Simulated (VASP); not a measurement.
# Al30Cu (a cell with a defect) in VASP: a series of runs

The runs below take Al30Cu (a cell with a defect) through single point, with PBEsol.

Everything below comes from runs of VASP 6.6.1. Logs are shortened: lines on timing, memory, paths and dates and some standing lists are left out, and cuts for length are marked.

## Step 1: The cell of the first run

The cell holds a defect, 31 atoms: a = 8.100 Å, b = 8.100 Å, c = 8.100 Å, α = 90.00°, β = 90.00°, γ = 90.00°.

## Step 2: Single point, PBEsol

INCAR

```
PREC = Accurate ; ENCUT = 520
EDIFF = 1E-7 ; ISMEAR = 0
SIGMA = 0.1 ; LREAL = Auto
LASPH = T ; NELM = 100
ALGO = Normal ; ISIF = 2
LWAVE = F ; LCHARG = F
GGA = PS ; NBANDS = 72
```

KPOINTS

```
Automatic mesh
0
Gamma
  3 3 3
```

POSCAR

```
Al30Cu
1.0
    8.1000000000      0.0000000000      0.0000000000
    0.0000000000      8.1000000000      0.0000000000
    0.0000000000      0.0000000000      8.1000000000
Al Cu
30 1
Direct
    0.4987491769     -0.0008309921      0.0007582803
    0.7500000000      0.2543178815      0.0036535031
    0.7500000000      0.0015031375      0.2526950605
    0.0012508231     -0.0008309921      0.0007582803
    0.2500000000      0.2506518769      0.0021579206
    0.5010395752      0.5015772315      0.0038127352
    0.7500000000      0.7491045437      0.0008954563
    0.2500000000     -0.0007747195      0.2489212670
    0.5121809438      0.2547320434      0.2550160493
    0.5023878072      0.0019722989      0.5002368481
    0.7500000000      0.0021610611      0.7478389389
   -0.0010395752      0.5015772315      0.0038127352
    0.2500000000      0.7494218564      0.0005781436
   -0.0121809438      0.2547320434      0.2550160493
    0.2500000000      0.5004542428      0.2495457572
    0.5010395752      0.7461872648      0.2484227685
   -0.0023878072      0.0019722989      0.5002368481
    0.2500000000      0.2503883505      0.4996116495
    0.5121809438      0.4949839507      0.4952679566
    0.7500000000      0.7463464969      0.4956821185
    0.2500000000     -0.0012129993      0.7512129993
    0.5023878072      0.2497631519      0.7480277011
    0.7500000000      0.4973049395      0.7484968625
   -0.0010395752      0.7461872648      0.2484227685
   -0.0121809438      0.4949839507      0.4952679566
    0.2500000000      0.7478420794      0.4993481231
   -0.0023878072      0.2497631519      0.7480277011
    0.2500000000      0.5010787330      0.7507747195
    0.4987491769      0.7492417197      0.7508309921
    0.0012508231      0.7492417197      0.7508309921
    0.7500000000      0.5061591819      0.2438408181
```

Potentials or basis: VASP PAW PBE potentials, release 64 (Al, Cu).

The run is started by

```console
$ cat potpaw_PBE.64/Al/POTCAR potpaw_PBE.64/Cu/POTCAR > POTCAR
$ mpirun -np 1 vasp_std > vasp.out
```

OUTCAR:

```text
PREC = Accurate
   ENCUT = 520
   EDIFF = 1E-7
   ISMEAR = 0
   LREAL = Auto
   LASPH = T
   NELM = 100
   ISIF = 2
   GGA = PS

 ion  position               nearest neighbor table
   1  0.499  0.999  0.001-   8 2.85  21 2.85  13 2.86  29 2.86   5 2.87  16 2.87   7 2.87   3 2.88
                            22 2.88  11 2.89   2 2.90   9 2.92
   2  0.750  0.254  0.004-   9 2.80  14 2.80  31 2.82   6 2.84  12 2.84  23 2.85   3 2.87  27 2.88
                            22 2.88   1 2.90   4 2.90  11 2.91
   3  0.750  0.002  0.253-   9 2.81  14 2.81  10 2.84  17 2.84  20 2.85   2 2.87   4 2.88   1 2.88
                             7 2.89  16 2.89  24 2.89
   4  0.001  0.999  0.001-   8 2.85  21 2.85  13 2.86  30 2.86   5 2.87  24 2.87   7 2.87   3 2.88
                            27 2.88  11 2.89   2 2.90  14 2.92
   5  0.250  0.251  0.002-  15 2.85   8 2.85   1 2.87   4 2.87  28 2.87   6 2.88  12 2.88  21 2.88
                            27 2.90  22 2.90  14 2.95   9 2.95
   6  0.501  0.502  0.004-  31 2.80  16 2.80   2 2.84   7 2.84  15 2.85   9 2.85  13 2.86  29 2.87
                             5 2.88  28 2.89  23 2.89  22 2.91
   7  0.750  0.749  0.001-  31 2.78  12 2.84  16 2.84  24 2.84   6 2.84   4 2.87  29 2.87  30 2.87
                             1 2.87   3 2.89  23 2.89  11 2.90
   8  0.250  0.999  0.249-   1 2.85   4 2.85  13 2.85   5 2.85  26 2.87  18 2.87  10 2.89  17 2.89
                            24 2.89  16 2.89  14 2.97   9 2.97
   9  0.512  0.255  0.255-  19 2.75   2 2.80  31 2.80   3 2.81  10 2.85   6 2.85  18 2.90  15 2.91
[... 31 lines left out ...]
  25  0.988  0.495  0.495-  14 2.75  20 2.80  31 2.80  23 2.81  27 2.85  24 2.85  18 2.90  15 2.91
                            30 2.92  26 2.95  28 2.97
  26  0.250  0.748  0.499-  15 2.85  28 2.85  29 2.87  30 2.87   8 2.87  24 2.88  16 2.88  21 2.88
                            17 2.90  10 2.90  25 2.95  19 2.95
  27  0.998  0.250  0.748-  23 2.84  11 2.84  17 2.84  25 2.85  18 2.87   2 2.88   4 2.88  21 2.88
                            28 2.89   5 2.90  12 2.91
  28  0.250  0.501  0.751-  29 2.85  30 2.85  13 2.85  26 2.85   5 2.87  18 2.87  22 2.89  27 2.89
                            12 2.89   6 2.89  19 2.97  25 2.97
  29  0.499  0.749  0.751-  28 2.85  21 2.85  13 2.86   1 2.86  26 2.87   6 2.87   7 2.87  23 2.88
                            10 2.88  11 2.89  20 2.90  19 2.92
  30  0.001  0.749  0.751-  28 2.85  21 2.85  13 2.86   4 2.86  26 2.87  12 2.87   7 2.87  23 2.88
                            17 2.88  11 2.89  20 2.90  25 2.92
  31  0.750  0.506  0.244-   7 2.78   6 2.80  12 2.80  16 2.80  24 2.80   9 2.80  14 2.80  19 2.80
                            25 2.80   2 2.82  20 2.82

  LATTYP: Found a simple cubic cell.
 ALAT       =     8.1000000000

  Lattice vectors:

 A1 = (   8.1000000000,   0.0000000000,   0.0000000000)
 A2 = (   0.0000000000,   8.1000000000,   0.0000000000)
 A3 = (   0.0000000000,   0.0000000000,   8.1000000000)

Analysis of symmetry for initial positions (statically):
=====================================================================
 Subroutine PRICEL returns:
 Original cell was already a primitive cell.

 Routine SETGRP: Setting up the symmetry group for a
 simple cubic supercell.

 Subroutine GETGRP returns: Found  4 space group operations
 (whereof  1 operations were pure point group operations)
 out of a pool of 48 trial point group operations.

The static configuration has the point symmetry C_1 .
 The point group associated with its full space group is C_2v.

Analysis of symmetry for dynamics (positions and initial velocities):
=====================================================================
 Subroutine PRICEL returns:
 Original cell was already a primitive cell.

 Routine SETGRP: Setting up the symmetry group for a
 simple cubic supercell.

 Subroutine GETGRP returns: Found  4 space group operations
 (whereof  1 operations were pure point group operations)
 out of a pool of 48 trial point group operations.

The dynamic configuration has the point symmetry C_1 .
 The point group associated with its full space group is C_2v.

 Subroutine INISYM returns: Found  4 space group operations
 (whereof  1 operations are pure point group operations),
 and found     1 'primitive' translations

----------------------------------------------------------------------------------------

                                     Primitive cell

  volume of cell :     531.4410

  direct lattice vectors                    reciprocal lattice vectors
     8.100000000  0.000000000  0.000000000     0.123456790  0.000000000  0.000000000
[... 80 lines left out ...]

 Generating k-lattice:

  Cartesian coordinates                     Fractional coordinates (reciprocal lattice)
     0.041152263  0.000000000  0.000000000     0.333333333  0.000000000  0.000000000
     0.000000000  0.041152263  0.000000000     0.000000000  0.333333333  0.000000000
     0.000000000  0.000000000  0.041152263     0.000000000  0.000000000  0.333333333

  Length of vectors
     0.041152263  0.041152263  0.041152263

  Shift w.r.t. Gamma in fractional coordinates (k-lattice)
     0.000000000  0.000000000  0.000000000

 Subroutine IBZKPT returns following result:
 ===========================================

 Found      8 irreducible k-points:

 Following reciprocal coordinates:
            Coordinates               Weight
  0.000000  0.000000  0.000000      1.000000
  0.333333  0.000000  0.000000      2.000000
  0.000000  0.333333  0.000000      4.000000
  0.333333  0.333333  0.000000      8.000000
  0.000000  0.333333  0.333333      2.000000
  0.000000 -0.333333  0.333333      2.000000
  0.333333  0.333333  0.333333      4.000000
 -0.333333 -0.333333  0.333333      4.000000
   k-points           NKPTS =      8   k-points in BZ     NKDIM =      8   number of bands    NBANDS=     72
   number of dos      NEDOS =    301   number of ions     NIONS =     31
   total plane-waves  NPLWV = 216000
   dimension x,y,z NGX =    60 NGY =   60 NGZ =   60
   dimension x,y,z NGXF=   120 NGYF=  120 NGZF=  120
   ions per type =              30   1
   NGX,Y,Z   is equivalent  to a cutoff of  12.31, 12.31, 12.31 a.u.
   NGXF,Y,Z  is equivalent  to a cutoff of  24.63, 24.63, 24.63 a.u.
 SYSTEM =  unknown system
   PREC   = accura    normal or accurate (medium, high low for compatibility)
   ISTART =      0    job   : 0-new  1-cont  2-samecut
   ICHARG =      2    charge: 1-file 2-atom 10-const
   ISPIN  =      1    spin polarized calculation?
   LNONCOLLINEAR =      F non collinear calculations
   LSORBIT =      F    spin-orbit coupling
   LASPH  =      T    aspherical Exc in radial PAW
   ENCUT  =  520.0 eV  38.22 Ry    6.18 a.u.  15.06 15.06 15.06*2*pi/ulx,y,z
   NELM   =    100;   NELMIN=  2; NELMDL= -5     # of ELM steps
   EDIFF  = 0.1E-06   stopping-criterion for ELM
   LREAL  =      T    real-space projection
   EDIFFG = 0.1E-05   stopping-criterion for IOM
   NSW    =      0    number of steps for IOM
   IBRION =     -1    ionic relax: 0-MD 1-quasi-New 2-CG
   NFREE  =      0    steps in history (QN), initial steepest desc. (CG)
   ISIF   =      2    stress and relaxation
   ISYM   =      2    0-nonsym 1-usesym 2-fastsym
   POTIM  = 0.5000    time-step for ionic-motion
   TEBEG  =    0.0;   TEEND  =   0.0 temperature during run
   PSTRESS=    0.0 pullay stress
   NELECT =     101.0000    total number of electrons
   NUPDOWN=      -1.0000    fix difference up-down
   EMIN   =  10.00;   EMAX   =-10.00  energy-range for DOS
   EFERMI =   0.00;   METHOD = LEGACY
   ISMEAR =     0;   SIGMA  =   0.10  broadening in eV -4-tet -1-fermi 0-gaus
   EFERMI_NEDOS =   21; number of points for ismear=-14 and -15
   IALGO  =     38    algorithm
   IMIX   =      4    mixing-type and parameters
     AMIX     =   0.40;   BMIX     =  1.00
     AMIX_MAG =   1.60;   BMIX_MAG =  1.00
  volume/ion in A,a.u.               =      17.14       115.69
  Fermi-wavevector in a.u.,A,eV,Ry     =   0.941233  1.778672 12.053656  0.885919
  Thomas-Fermi vector in A             =   2.068723
   LORBIT       =      0    0 simple, 1 ext, 2 COOP (PROOUT), +10 PAW based schemes
   GGA     = PS    functional components
   LHFCALC =     F    Hartree Fock is set to
   AEXX    =    0.0000 exact exchange contribution
   IVDW    =     0    specifies the selected vdW correction
   LEPSILON=     F    determine dielectric tensor
   LRPA    =     F    only Hartree local field effects (RPA)
 non-spin polarized calculation
 Gauss-broadening in eV      SIGMA  =   0.10
  energy-cutoff  :      520.00
  volume of cell :      531.44
 maximum number of plane-waves:     14358
   NGX = 31   NGY = 31   NGZ = 31

 number of electron     100.9999998 magnetization

 Free energy of the ion-electron system (eV)
  ---------------------------------------------------
  ext. energy  EPLUGINS =         0.00000000
  ---------------------------------------------------
  free energy    TOTEN  =      -126.43722268 eV

  energy without entropy =     -126.38718565  energy(sigma->0) =     -126.41220417

 E-fermi :   7.2536     XC(G=0): -10.1199

 val. band max:        7.2452545984   @ k =   0.0000   0.3333   0.0000
 cond. band min:       7.3180007388   @ k =   0.3333   0.3333   0.0000
 fundamental gap:      0.0727461405
 Fermi energy:         7.2535697204

 k-point     1 :       0.0000    0.0000    0.0000
  band No.  band energies     occupation
      1      -3.4334      2.00000
      2      -1.2962      2.00000
      3      -1.2850      2.00000
      4      -1.2552      2.00000
      5      -1.2437      2.00000
      6      -1.1669      2.00000
[... 509 lines left out ...]
     61       9.1780      0.00000
     62       9.2395      0.00000
 [bands above 62 left out]

------------------------ aborting loop because EDIFF is reached ----------------------------------------

  FORCE on cell =-STRESS in cart. coord.  units (eV):
  Direction    XX          YY          ZZ          XY          YZ          ZX
  --------------------------------------------------------------------------------------
  -------------------------------------------------------------------------------------
  Total      -12.2851601    -12.2749512    -12.2749512      0.0000000      0.2436662      0.0000000
  in kB      -37.0370465    -37.0062690    -37.0062690      0.0000000      0.7345999      0.0000000
  external PRESSURE =     -37.0165281 kB  Pullay stress =       0.0000000 kB

 VOLUME and BASIS-vectors are now :
 -----------------------------------------------------------------------------
  energy-cutoff  :      520.00
  volume of cell :      531.44
      direct lattice vectors                 reciprocal lattice vectors
     8.100000000  0.000000000  0.000000000     0.123456790  0.000000000  0.000000000
     0.000000000  8.100000000  0.000000000     0.000000000  0.123456790  0.000000000
     0.000000000  0.000000000  8.100000000     0.000000000  0.000000000  0.123456790

 POSITION                                       TOTAL-FORCE (eV/Angst)
 -----------------------------------------------------------------------------------
      4.03987      8.09327      0.00614        -0.003729     -0.003968      0.002399
      6.07500      2.05997      0.02959         0.000000     -0.006917     -0.019052
      6.07500      0.01218      2.04683         0.000000     -0.001706     -0.001211
      0.01013      8.09327      0.00614         0.003729     -0.003968      0.002399
      2.02500      2.03028      0.01748         0.000000      0.001067      0.010621
      4.05842      4.06278      0.03088        -0.005858     -0.002586     -0.003693
[... 23 lines left out ...]
      0.01013      6.06886      6.08173         0.003729     -0.002399      0.003968
      6.07500      4.09989      1.97511         0.000000      0.016828     -0.016828
 -----------------------------------------------------------------------------------
    total drift:                                0.000000     -0.009704      0.009698

  FREE ENERGIE OF THE ION-ELECTRON SYSTEM (eV)
  ---------------------------------------------------
  free  energy   TOTEN  =      -126.4372226822 eV

  energy  without entropy=     -126.3871856536  energy(sigma->0) =     -126.41220417
```

Wall time 13 min (1 thread of Intel Xeon Platinum 8259CL at 2.50GHz (Skylake/Cascade Lake), shared host); peak memory 0.57 GiB.

Results:

```yaml
Free_energy: -126.4372 eV
Pressure: -3.7 GPa
Largest_force: 0.024 eV/Å
Band_gap_on_the_k_mesh: zero (an odd number of electrons rules out a gap without spin polarisation)
```

Forces on the atoms (eV/Å):
```
Al  -0.004 -0.004  0.002
Al   0.000 -0.007 -0.019
Al   0.000 -0.002 -0.001
Al   0.004 -0.004  0.002
Al   0.000  0.001  0.011
Al  -0.006 -0.003 -0.004
Al   0.000 -0.005  0.005
Al   0.000 -0.002 -0.008
Al   0.003 -0.007  0.000
Al   0.000  0.005  0.002
Al   0.000  0.004 -0.004
Al   0.006 -0.003 -0.004
Al   0.000 -0.005  0.005
Al  -0.003 -0.007  0.000
Al   0.000  0.002 -0.002
Al  -0.006  0.004  0.003
Al   0.000  0.005  0.002
Al   0.000  0.003 -0.003
Al   0.003  0.000  0.007
Al   0.000  0.019  0.007
Al   0.000 -0.006  0.006
Al   0.000 -0.002 -0.005
Al   0.000  0.001  0.002
Al   0.006  0.004  0.003
Al  -0.003  0.000  0.007
Al   0.000 -0.011 -0.001
Al   0.000 -0.002 -0.005
Al   0.000  0.008  0.002
Al  -0.004 -0.002  0.004
Al   0.004 -0.002  0.004
Cu   0.000  0.017 -0.017
```

Caveat: the PAW data sets were made with another functional, which shifts forces and pressure a little.

(Continued in part 2 of 2.)
